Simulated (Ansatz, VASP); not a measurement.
**Two plane-wave programs on ZnSnN**

```
Zn Sn N
1.0
     3.87342    0.00000    0.00000
     0.00000    3.87342    0.00000
     0.00000    0.00000    3.66023
Zn Sn N
1 1 1
Direct
  0.50000 0.50000 0.50000
  0.00000 0.00000 0.00000
  0.50000 0.50000 0.00000
```

Change from the starting cell: species swapped into the MgNiH type (P4/mmm, No. 123).

Alike in both runs: functional PBE; k mesh 12 × 12 × 12; occupations gaussian, width 0.1 eV; no spin polarisation.

Ansatz relaxed the structure, and its values are those at the end. VASP's run is a single point on that final structure, the one shown.

|  | VASP | Ansatz |
| --- | --- | --- |
| version | VASP 6.6.1 | Ansatz 0.2.0 |
| potentials or method | VASP PAW PBE potentials, release 64 (Zn, Sn_d, N), cutoff 520 eV | scalar-relativistic, plane waves, PAW |
| valence electrons in the cell | 31 | 31 |

|  | VASP | Ansatz | Ansatz less VASP |
| --- | --- | --- | --- |
| gap on the k mesh at the Fermi level (eV) | none | none | - |
| pressure (GPa) | 0.4 | 0.0 | -0.39 |

A gap of «none» marks a metal or a gap that the smearing closes.
